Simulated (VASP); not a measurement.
Input of a VASP 6.6.1 run:

File INCAR:

```
SYSTEM = BH12C3N
ALGO     = Normal         ! electronic algorithm
EDIFF    = 1E-6           ! SCF threshold, eV
ENCUT    = 520            ! plane-wave cutoff, eV
GGA      = PE             ! functional
ISIF     = 2              ! what is computed and relaxed
ISMEAR   = -1             ! smearing method
LASPH    = .True.         ! aspherical terms in the spheres
LCHARG   = .False.        ! write CHGCAR
LREAL    = Auto         
LWAVE    = .False.        ! write WAVECAR
NBANDS   = 30             ! bands
NELM     = 100            ! most SCF steps
PREC     = Accurate       ! precision mode
SIGMA    = 0.02           ! smearing width, eV
```

Contents of KPOINTS:

```
k-points
0
Gamma
  4 4 4
  0 0 0
```

Contents of POSCAR:

```
BH12C3N
1.0
    4.5396000000      2.6209392820      1.9640666667
   -4.5396000000      2.6209392820      1.9640666667
    0.0000000000     -5.2418785640      1.9640666667
B H C N
1 12 3 1
Direct
    0.9181599256      0.9181599256      0.9181599256
    0.2810692143      0.5465566461      0.2810692143
    0.2810692143      0.2810692143      0.5465566461
    0.5465566461      0.2810692143      0.2810692143
    0.3994961410      0.8616661986      0.5962548632
    0.5962548632      0.3994961410      0.8616661986
    0.8616661986      0.5962548632      0.3994961410
    0.5962548632      0.8616661986      0.3994961410
    0.8616661986      0.3994961410      0.5962548632
    0.3994961410      0.5962548632      0.8616661986
    0.0529047504      0.0529047504      0.8299903206
    0.8299903206      0.0529047504      0.0529047504
    0.0529047504      0.8299903206      0.0529047504
    0.4670281886      0.7335063049      0.4670281886
    0.4670281886      0.4670281886      0.7335063049
    0.7335063049      0.4670281886      0.4670281886
    0.6433480908      0.6433480908      0.6433480908
```

Potentials or basis: VASP PAW PBE potentials, release 64 (B, H, C, N).

Run with:

```sh
$ cat potpaw_PBE.64/B/POTCAR potpaw_PBE.64/H/POTCAR potpaw_PBE.64/C/POTCAR potpaw_PBE.64/N/POTCAR > POTCAR
$ mpirun -np 1 vasp_std > vasp.out
```

Question: Estimate the largest force.

Answer: 0.031 eV/Å.

Question: What does it give for the band gap on the k mesh?

Answer: 6.29 eV, indirect (least direct gap 6.37 eV).

Question: Estimate the pressure.

Answer: 0.6 GPa.

Forces on the atoms (eV/Å):
```
B    0.000  0.000 -0.022
H   -0.003  0.002 -0.022
H    0.000 -0.003 -0.022
H    0.003  0.002 -0.022
H   -0.016 -0.007  0.002
H    0.014 -0.011  0.002
H    0.002  0.017  0.002
H   -0.002  0.017  0.002
H    0.016 -0.007  0.002
H   -0.014 -0.011  0.002
H    0.000  0.009  0.003
H   -0.007 -0.004  0.003
H    0.007 -0.004  0.003
C   -0.013  0.007  0.011
C    0.000 -0.015  0.011
C    0.013  0.007  0.011
N    0.000  0.000  0.031
```

A k mesh can miss the band edges.
